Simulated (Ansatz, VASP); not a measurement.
# Yb in VASP and in Ansatz

The input INCAR:

```
  ALGO = Normal
  EDIFF = 1E-7
  ENCUT = 520
  GGA = PE
  ISIF = 2
  ISMEAR = -1
  LASPH = True
  LCHARG = False
  LREAL = False
  LWAVE = False
  NBANDS = 18
  NELM = 100
  PREC = Accurate
  SIGMA = 0.05
```

KPOINTS

```
k-points
0
Gamma
  10 10 10
```

File POSCAR:

```
Yb
1.0
    3.3189921052      0.0000000000      0.0000000000
    0.0000000000      3.3189921052      0.0000000000
    0.0000000000      0.0000000000      3.3189921052
Yb
1
Direct
    0.0000000000      0.0000000000      0.0000000000
```

Input for Ansatz:

```yaml
crystal:
  lattice:
    - [3.3189921052, 0.0, 0.0]
    - [0.0, 3.3189921052, 0.0]
    - [0.0, 0.0, 3.3189921052]
  atoms:
    - { symbol: Yb, position: [0.0, 0.0, 0.0] }
kpoints:
  mp_grid: { grid: [10, 10, 10] }
scf:
  occupations: { method: fermi_dirac, width: 0.05 }
hamiltonian:
  xc: pbe
  pseudopotentials: { kind: all_electron, lapw: { basis_error: 0.00025 } }
output:
  forces: true
  stress: true
  eigenvalues: true
```

Change from the starting cell: volume scaled by 0.9405.

Alike in both runs: task single point; functional PBE; k mesh 10 × 10 × 10; occupations fermi-dirac, width 0.05 eV; no spin polarisation.

|  | VASP | Ansatz |
| --- | --- | --- |
| version | VASP 6.6.1 | Ansatz 0.2.0 |
| potentials or method | VASP PAW PBE potentials, release 64 (Yb), cutoff 520 eV | all-electron LAPW, scalar-relativistic |

Ansatz gave:

| Item | Value |
| --- | --- |
| pressure (GPa) | 0.7 |

Question: What did VASP give for the same quantities?

Answer: Pressure (GPa): 0.6.

Ansatz ran all-electron here, and VASP with PAW potentials.

Neither program's run includes spin-orbit coupling.
